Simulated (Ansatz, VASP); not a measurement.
One calculation of B, two programs

INCAR

```
SYSTEM = B
ALGO = Normal
EDIFF = 1E-6
ENCUT = 520
GGA = PE
ISIF = 2
ISMEAR = -1
LASPH = .True.
LCHARG = .False.
LREAL = .False.
LWAVE = .False.
NBANDS = 8
NELM = 100
PREC = Accurate
SIGMA = 0.05
```

The input KPOINTS:

```
k-points
0
Gamma
  22 22 22
  0 0 0
```

The input POSCAR:

```
B
1.0
    1.8842161757      0.0000000000      0.0000000000
    0.0000000000      1.8842161757      0.0000000000
    0.0000000000      0.0000000000      1.8842161757
B
1
Direct
    0.0000000000      0.0000000000      0.0000000000
```

Input for Ansatz:

```yaml
crystal:
  lattice:
    - [1.8842161757, 0.0, 0.0]
    - [0.0, 1.8842161757, 0.0]
    - [0.0, 0.0, 1.8842161757]
  atoms:
    - { symbol: B, position: [0.0, 0.0, 0.0] }
kpoints:
  mp_grid: { grid: [22, 22, 22] }
  band_path:
    path:
      - [0.0, 0.0, 0.0]
      - [0.0, 0.5, 0.0]
      - [0.5, 0.5, 0.0]
      - [0.0, 0.0, 0.0]
      - [0.5, 0.5, 0.5]
      - [0.0, 0.5, 0.0]
      - [0.5, 0.5, 0.5]
      - [0.5, 0.5, 0.0]
    npoints: 8
scf:
  occupations: { method: fermi_dirac, width: 0.05 }
hamiltonian:
  xc: pbe
  pseudopotentials: { kind: paw }
output:
  forces: true
  stress: true
  eigenvalues: true
  populations: true
  dos: { projected: true, de: 0.2, e_range: [-14, 8] }
```

Change from the starting cell: volume scaled by 1, PAW files.

Alike in both runs: task single point; functional PBE; k mesh 22 × 22 × 22; occupations fermi-dirac, width 0.05 eV; no spin polarisation.

|  | VASP | Ansatz |
| --- | --- | --- |
| version | VASP 6.6.1 | Ansatz 0.2.0 |
| potentials or method | VASP PAW PBE potentials, release 64 (B) | PAW with Ansatz's default frozen-core files, scalar-relativistic |
| plane-wave cutoff (eV) | 520 | 420 |
| valence electrons in the cell | 3 | 3 |

Ansatz gave:

- pressure (GPa): 0.0

**Question.** Which values does VASP return?

**Answer.** Pressure (GPa): 0.1.
